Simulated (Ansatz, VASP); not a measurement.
TaN: VASP beside Ansatz

Contents of INCAR:

```
ALGO     = Normal         # electronic algorithm
EDIFF    = 1E-6           # SCF threshold, eV
ENCUT    = 520            # plane-wave cutoff, eV
GGA      = PE             # functional
ISIF     = 2              # what is computed and relaxed
ISMEAR   = 0              # smearing method
LASPH    = T              # aspherical terms in the spheres
LCHARG   = F              # write CHGCAR
LREAL    = F              # projectors in reciprocal space
LWAVE    = F              # write WAVECAR
NBANDS   = 15             # bands
NELM     = 60             # most SCF steps
PREC     = Accurate       # precision mode
SIGMA    = 0.15           # smearing width, eV
```

The input KPOINTS:

```
k-points
0
Gamma
  18 18 18
```

The input POSCAR:

```
TaN
1.0
    0.0000000000      2.2334750000      2.0700500000
    2.2334750000      0.0000000000      2.0700500000
    2.2334750000      2.2334750000      0.0000000000
Ta N
1 1
Direct
    0.5000000000      0.5000000000      0.5000000000
    0.0000000000      0.0000000000      0.0000000000
```

Input for Ansatz:

```yaml
crystal:
  lattice:
    - [0.0, 2.233475, 2.07005]
    - [2.233475, 0.0, 2.07005]
    - [2.233475, 2.233475, 0.0]
  atoms:
    - { symbol: Ta, position: [0.5, 0.5, 0.5] }
    - { symbol: "N", position: [0.0, 0.0, 0.0] }
basis:
  ecutwfc: 420
kpoints:
  mp_grid: { grid: [18, 18, 18] }
hamiltonian:
  xc: pbe
scf:
  occupations: { method: gaussian, width: 0.15 }
output:
  forces: true
  stress: true
  eigenvalues: true
```

Change from the starting cell: strain +0.025 along x and y, -0.050 along z, atoms carried along.

Alike in both runs: task single point; functional PBE; k mesh 18 × 18 × 18; occupations gaussian, width 0.15 eV; no spin polarisation.

|  | VASP | Ansatz |
| --- | --- | --- |
| version | VASP 6.6.1 | Ansatz 0.2.0 |
| potentials or method | VASP PAW PBE potentials, release 64 (Ta_pv, N), cutoff 520 eV | scalar-relativistic, plane waves, PAW |
| valence electrons in the cell | 16 | 18 |

|  | VASP | Ansatz | Ansatz less VASP |
| --- | --- | --- | --- |
| gap on the k mesh at the Fermi level (eV) | none | none | - |
| pressure (GPa) | 21.8 | 20.8 | -1.03 |
| traceless stress, the component that is largest in VASP (GPa) | 39.33 | 39.01 | -0.323 |

A gap of «none» marks a metal or a gap that the smearing closes. The functional is the same, so the differences come from potentials, cutoffs and numerics. VASP's potentials hold 16 valence electrons a cell and Ansatz's 18, so a difference there can come from the potentials and not from the codes.

Neither program's run includes spin-orbit coupling.
